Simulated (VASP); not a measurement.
# LaGeO3 (R-3c) in VASP: single point with PBE

Aim: the single point of LaGeO3 with PBE.

Everything below comes from runs of VASP 6.6.1. Logs are shortened: lines on timing, memory, paths and dates and some standing lists are left out, and cuts for length are marked.

## 1. The cell of the first run

It takes space group R-3c (No. 167, trigonal). The conventional cell has a = 5.508 Å, b = 5.508 Å, c = 13.349 Å, α = 90.00°, β = 90.00°, γ = 120.00°. Ge (site symmetry -3) has 6 O at 1.96 Å within 2.6 Å. O (site symmetry 2) has 2 Ge at 1.96 Å and 1 La at 2.45 Å within 2.6 Å. Within 3.2 Å of La (site symmetry 32) lie 12 O at 2.45 to 3.06 Å.

## 2. Single point, PBE

File INCAR:

```
ALGO = Normal ; EDIFF = 1E-7
ENCUT = 520 ; GGA = PE
ISIF = 2 ; ISMEAR = 1
LASPH = T ; LCHARG = F
LREAL = F ; LWAVE = F
NBANDS = 54 ; NELM = 80
PREC = Accurate ; SIGMA = 0.1807
```

File KPOINTS:

```
k-points
0
Gamma
  7 7 7
```

File POSCAR:

```
LaGeO3
1.0
    2.7541540000      1.5901140000      4.4496570000
   -2.7541540000      1.5901140000      4.4496570000
    0.0000000000     -3.1802190000      4.4496570000
Ge O La
2 6 2
Direct
    0.0000000000      0.0000000000      0.0000000000
    0.5000000000      0.5000000000      0.5000000000
    0.8048000000      0.6952000000      0.2500000000
    0.2500000000      0.8048000000      0.6952000000
    0.6952000000      0.2500000000      0.8048000000
    0.1952000000      0.3048000000      0.7500000000
    0.7500000000      0.1952000000      0.3048000000
    0.3048000000      0.7500000000      0.1952000000
    0.2500000000      0.2500000000      0.2500000000
    0.7500000000      0.7500000000      0.7500000000
```

Potentials or basis: VASP PAW PBE potentials, release 64 (Ge_d, O, La).

Command:

```bash
cat potpaw_PBE.64/Ge_d/POTCAR potpaw_PBE.64/O/POTCAR potpaw_PBE.64/La/POTCAR > POTCAR
mpirun -np 1 vasp_std > vasp.out
```

OUTCAR:

```text
EDIFF = 1E-7
   ENCUT = 520
   GGA = PE
   ISIF = 2
   ISMEAR = 1
   LASPH = T
   LREAL = F
   NELM = 80
   PREC = Accurate

 ion  position               nearest neighbor table
   1  0.000  0.000  0.000-   4 1.96   7 1.96   5 1.96   8 1.96   3 1.96   6 1.96
   2  0.500  0.500  0.500-   5 1.96   8 1.96   7 1.96   4 1.96   3 1.96   6 1.96
   3  0.805  0.695  0.250-   1 1.96   2 1.96   9 2.45  10 2.75  10 2.75
   4  0.250  0.805  0.695-   1 1.96   2 1.96   9 2.45  10 2.75  10 2.75
   5  0.695  0.250  0.805-   2 1.96   1 1.96   9 2.45  10 2.75  10 2.75
   6  0.195  0.305  0.750-   1 1.96   2 1.96  10 2.45   9 2.75   9 2.75
   7  0.750  0.195  0.305-   1 1.96   2 1.96  10 2.45   9 2.75   9 2.75
   8  0.305  0.750  0.195-   2 1.96   1 1.96  10 2.45   9 2.75   9 2.75
   9  0.250  0.250  0.250-   4 2.45   5 2.45   3 2.45   6 2.75   6 2.75   7 2.75   8 2.75   8 2.75
                             7 2.75
  10  0.750  0.750  0.750-   7 2.45   8 2.45   6 2.45   3 2.75   3 2.75   5 2.75   4 2.75   5 2.75
                             4 2.75

  LATTYP: Found a trigonal (rhomboedric) cell.
 ALAT       =     5.4692998003
 COS(alpha) =     0.4928429070

  Lattice vectors:

 A1 = (   2.7541540000,   1.5901140000,   4.4496570000)
 A2 = (  -2.7541540000,   1.5901140000,   4.4496570000)
 A3 = (   0.0000000000,  -3.1802190000,   4.4496570000)

Analysis of symmetry for initial positions (statically):
=====================================================================
 Subroutine PRICEL returns:
 Original cell was already a primitive cell.

 Routine SETGRP: Setting up the symmetry group for a
 trigonal (rhombohedral) supercell.

 Subroutine GETGRP returns: Found 12 space group operations
 (whereof  6 operations were pure point group operations)
 out of a pool of 12 trial point group operations.

The static configuration has the point symmetry S_6 .
 The point group associated with its full space group is D_3d.

Analysis of symmetry for dynamics (positions and initial velocities):
=====================================================================
 Subroutine PRICEL returns:
 Original cell was already a primitive cell.

 Routine SETGRP: Setting up the symmetry group for a
 trigonal (rhombohedral) supercell.

 Subroutine GETGRP returns: Found 12 space group operations
 (whereof  6 operations were pure point group operations)
 out of a pool of 12 trial point group operations.

The dynamic configuration has the point symmetry S_6 .
 The point group associated with its full space group is D_3d.

 Subroutine INISYM returns: Found 12 space group operations
 (whereof  6 operations are pure point group operations),
 and found     1 'primitive' translations

----------------------------------------------------------------------------------------

                                     Primitive cell

  volume of cell :     116.9212

  direct lattice vectors                    reciprocal lattice vectors
     2.754154000  1.590114000  4.449657000     0.181543951  0.104814486  0.074912071
    -2.754154000  1.590114000  4.449657000    -0.181543951  0.104814486  0.074912071
     0.000000000 -3.180219000  4.449657000     0.000000000 -0.209628971  0.074912283

  length of vectors
     5.469302899  5.469302899  5.469299800     0.222611997  0.222611997  0.222612119

  position of ions in fractional coordinates (direct lattice)
     0.000000000  0.000000000  0.000000000
     0.500000000  0.500000000  0.500000000
     0.804800000  0.695200000  0.250000000
     0.250000000  0.804800000  0.695200000
     0.695200000  0.250000000  0.804800000
     0.195200000  0.304800000  0.750000000
     0.750000000  0.195200000  0.304800000
     0.304800000  0.750000000  0.195200000
     0.250000000  0.250000000  0.250000000
     0.750000000  0.750000000  0.750000000

  ion indices of the primitive-cell ions
   primitive index   ion index
                 1           1
                 2           2
                 3           3
                 4           4
                 5           5
                 6           6
                 7           7
                 8           8
                 9           9
                10          10

----------------------------------------------------------------------------------------

 KPOINTS: k-points

Automatic generation of k-mesh.
 Grid dimensions read from file:
 generate k-points for:    7    7    7

 Generating k-lattice:

  Cartesian coordinates                     Fractional coordinates (reciprocal lattice)
     0.025934850  0.014973498  0.010701724     0.142857143  0.000000000  0.000000000
    -0.025934850  0.014973498  0.010701724     0.000000000  0.142857143  0.000000000
     0.000000000 -0.029946996  0.010701755     0.000000000  0.000000000  0.142857143

  Length of vectors
     0.031801714  0.031801714  0.031801731

  Shift w.r.t. Gamma in fractional coordinates (k-lattice)
     0.000000000  0.000000000  0.000000000

 Subroutine IBZKPT returns following result:
 ===========================================

 Found     44 irreducible k-points:

 Following reciprocal coordinates:
            Coordinates               Weight
  0.000000  0.000000  0.000000      1.000000
  0.142857  0.000000  0.000000      6.000000
  0.285714  0.000000  0.000000      6.000000
  0.428571 -0.000000  0.000000      6.000000
  0.142857  0.142857  0.000000      6.000000
  0.285714  0.142857  0.000000     12.000000
[... 16 lines left out ...]
  0.285714  0.285714  0.142857      6.000000
  0.428571  0.285714  0.142857     12.000000
 [... further k-points ...]
   k-points           NKPTS =     44   k-points in BZ     NKDIM =     44   number of bands    NBANDS=     54
   number of dos      NEDOS =    301   number of ions     NIONS =     10
   total plane-waves  NPLWV =  74088
   dimension x,y,z NGX =    42 NGY =   42 NGZ =   42
   dimension x,y,z NGXF=    84 NGYF=   84 NGZF=   84
   ions per type =               2   6   2
   NGX,Y,Z   is equivalent  to a cutoff of  12.77, 12.77, 12.77 a.u.
   NGXF,Y,Z  is equivalent  to a cutoff of  25.53, 25.53, 25.53 a.u.
 SYSTEM =  unknown system
   PREC   = accura    normal or accurate (medium, high low for compatibility)
   ISTART =      0    job   : 0-new  1-cont  2-samecut
   ICHARG =      2    charge: 1-file 2-atom 10-const
   ISPIN  =      1    spin polarized calculation?
   LNONCOLLINEAR =      F non collinear calculations
   LSORBIT =      F    spin-orbit coupling
   LASPH  =      T    aspherical Exc in radial PAW
   ENCUT  =  520.0 eV  38.22 Ry    6.18 a.u.  10.17 10.17 10.17*2*pi/ulx,y,z
   NELM   =     80;   NELMIN=  2; NELMDL= -5     # of ELM steps
   EDIFF  = 0.1E-06   stopping-criterion for ELM
   LREAL  =      F    real-space projection
   EDIFFG = 0.1E-05   stopping-criterion for IOM
   NSW    =      0    number of steps for IOM
   IBRION =     -1    ionic relax: 0-MD 1-quasi-New 2-CG
   NFREE  =      0    steps in history (QN), initial steepest desc. (CG)
   ISIF   =      2    stress and relaxation
   ISYM   =      2    0-nonsym 1-usesym 2-fastsym
   POTIM  = 0.5000    time-step for ionic-motion
   TEBEG  =    0.0;   TEEND  =   0.0 temperature during run
   PSTRESS=    0.0 pullay stress
   NELECT =      86.0000    total number of electrons
   NUPDOWN=      -1.0000    fix difference up-down
   EMIN   =  10.00;   EMAX   =-10.00  energy-range for DOS
   EFERMI =   0.00;   METHOD = LEGACY
   ISMEAR =     1;   SIGMA  =   0.18  broadening in eV -4-tet -1-fermi 0-gaus
   EFERMI_NEDOS =   21; number of points for ismear=-14 and -15
   IALGO  =     38    algorithm
   IMIX   =      4    mixing-type and parameters
     AMIX     =   0.40;   BMIX     =  1.00
     AMIX_MAG =   1.60;   BMIX_MAG =  1.00
  volume/ion in A,a.u.               =      11.69        78.90
  Fermi-wavevector in a.u.,A,eV,Ry     =   1.477780  2.792600 29.712868  2.183834
  Thomas-Fermi vector in A             =   2.592142
   LORBIT       =      0    0 simple, 1 ext, 2 COOP (PROOUT), +10 PAW based schemes
   GGA     = PE    functional components
   LHFCALC =     F    Hartree Fock is set to
   AEXX    =    0.0000 exact exchange contribution
   IVDW    =     0    specifies the selected vdW correction
   LEPSILON=     F    determine dielectric tensor
   LRPA    =     F    only Hartree local field effects (RPA)
 non-spin polarized calculation
 Methfessel and Paxton  Order N= 1 SIGMA  =   0.18
  energy-cutoff  :      520.00
  volume of cell :      116.92
 maximum number of plane-waves:      3167
 NGX is ok and might be reduce to    42
   NGX = 21   NGY = 21   NGZ = 21

 number of electron      85.9999993 magnetization

 Free energy of the ion-electron system (eV)
  ---------------------------------------------------
  ext. energy  EPLUGINS =         0.00000000
  ---------------------------------------------------
  free energy    TOTEN  =       -70.18179477 eV

  energy without entropy =      -70.19552451  energy(sigma->0) =      -70.18637135

 E-fermi :  11.8107     XC(G=0): -11.9265

 val. band max:       11.7947430898   @ k =  -0.4286  -0.4286   0.1429
 cond. band min:      11.8210923454   @ k =  -0.2857   0.2857   0.2857
 fundamental gap:      0.0263492556
 Fermi energy:        11.8106713177

 k-point     1 :       0.0000    0.0000    0.0000
  band No.  band energies     occupation
      1     -22.7214      2.00000
      2     -22.5213      2.00000
      3     -15.0872      2.00000
      4     -15.0872      2.00000
      5     -14.9119      2.00000
      6     -14.9119      2.00000
[... 46 lines left out ...]
     53      12.5452     -0.00000
     54      12.6888     -0.00000

 k-point     2 :       0.1429    0.0000    0.0000
  band No.  band energies     occupation
      1     -22.7100      2.00000
      2     -22.5299      2.00000
      3     -15.0793      2.00000
      4     -15.0789      2.00000
      5     -14.9214      2.00000
      6     -14.9212      2.00000
[... 46 lines left out ...]
     53      12.6233     -0.00000
     54      12.6757     -0.00000

 k-point     3 :       0.2857    0.0000    0.0000
  band No.  band energies     occupation
      1     -22.6791      2.00000
      2     -22.5547      2.00000
      3     -15.0568      2.00000
      4     -15.0556      2.00000
      5     -14.9475      2.00000
      6     -14.9472      2.00000
[... 46 lines left out ...]
     53      12.5987     -0.00000
     54      12.6317     -0.00000
[... 1084 lines left out ...]
 k-point    23 :       0.2857    0.2857    0.1429
  band No.  band energies     occupation
      1     -22.6841      2.00000
      2     -22.5495      2.00000
      3     -15.0778      2.00000
      4     -15.0449      2.00000
      5     -14.9642      2.00000
      6     -14.9215      2.00000
[... 46 lines left out ...]
     53      12.5941     -0.00000
     54      12.6083     -0.00000

 k-point    24 :       0.4286    0.2857    0.1429
  band No.  band energies     occupation
      1     -22.6607      2.00000
      2     -22.5679      2.00000
      3     -15.0715      2.00000
      4     -15.0170      2.00000
      5     -14.9951      2.00000
      6     -14.9291      2.00000
[... 46 lines left out ...]
     53      12.5482     -0.00000
     54      12.6095     -0.00000

 [... further k-points ...]

------------------------ aborting loop because EDIFF is reached ----------------------------------------

  FORCE on cell =-STRESS in cart. coord.  units (eV):
  Direction    XX          YY          ZZ          XY          YZ          ZX
  --------------------------------------------------------------------------------------
  -------------------------------------------------------------------------------------
  Total       15.3482091     15.3481984     13.9694161     -0.0000000      0.0000094      0.0000000
  in kB      210.3172240    210.3170776    191.4235596     -0.0000000      0.0001291      0.0000000
  external PRESSURE =     204.0192871 kB  Pullay stress =       0.0000000 kB

 VOLUME and BASIS-vectors are now :
 -----------------------------------------------------------------------------
  energy-cutoff  :      520.00
  volume of cell :      116.92
      direct lattice vectors                 reciprocal lattice vectors
     2.754154000  1.590114000  4.449657000     0.181543951  0.104814486  0.074912071
    -2.754154000  1.590114000  4.449657000    -0.181543951  0.104814486  0.074912071
     0.000000000 -3.180219000  4.449657000     0.000000000 -0.209628971  0.074912283

 POSITION                                       TOTAL-FORCE (eV/Angst)
 -----------------------------------------------------------------------------------
      0.00000      0.00000      0.00000        -0.000000     -0.000000     -0.000000
      0.00000      0.00000      6.67449        -0.000000     -0.000000     -0.000000
      0.30186      1.59012      7.78690         0.276770     -0.000000      0.000000
     -1.52800     -0.53364      7.78690        -0.138385      0.239690     -0.000000
      1.22615     -1.05646      7.78690        -0.138385     -0.239690     -0.000000
     -0.30186     -1.59011      5.56207        -0.276770     -0.000000     -0.000000
      1.52800      0.53365      5.56207         0.138385     -0.239690     -0.000000
     -1.22615      1.05647      5.56207         0.138385      0.239690     -0.000000
      0.00000      0.00000      3.33724        -0.000000      0.000000     -0.000000
      0.00000      0.00001     10.01173        -0.000000     -0.000000     -0.000000
 -----------------------------------------------------------------------------------
    total drift:                                0.000000      0.000000     -0.000000

  FREE ENERGIE OF THE ION-ELECTRON SYSTEM (eV)
  ---------------------------------------------------
  free  energy   TOTEN  =       -70.1817947668 eV

  energy  without entropy=      -70.1955245061  energy(sigma->0) =      -70.18637135
```

Wall time 9.1 min (1 thread of Intel Xeon Platinum 8259CL at 2.50GHz (Skylake/Cascade Lake), shared host); peak memory 0.42 GiB.

Results:

```yaml
Free_energy: -70.1818 eV
Pressure: 20.4 GPa
Largest_force: 0.277 eV/Å
Band_gap_on_the_k_mesh: zero (bands 43 and 44 overlap by 0.52 eV)
```

Forces on the atoms (eV/Å):
```
Ge   0.000  0.000  0.000
Ge   0.000  0.000  0.000
O    0.277  0.000  0.000
O   -0.138  0.240  0.000
O   -0.138 -0.240  0.000
O   -0.277  0.000  0.000
O    0.138 -0.240  0.000
O    0.138  0.240  0.000
La   0.000  0.000  0.000
La   0.000  0.000  0.000
```

Stress tensor (GPa, compression positive):
```
21.03  0.00  0.00
 0.00 21.03  0.00
 0.00  0.00 19.14
```

Levels at points of the mesh, in eV from the Fermi level:
```
           k point  band 40  band 41  band 42  band 43  band 44  band 45  band 46  band 47
(0.00, 0.00, 0.00)    -5.05    -5.05    -4.94    -3.18    -0.19    -0.19     0.16     0.50
```

Caveat: the cell stands under pressure; spin-orbit coupling is left out, which moves the levels of the heavy elements.
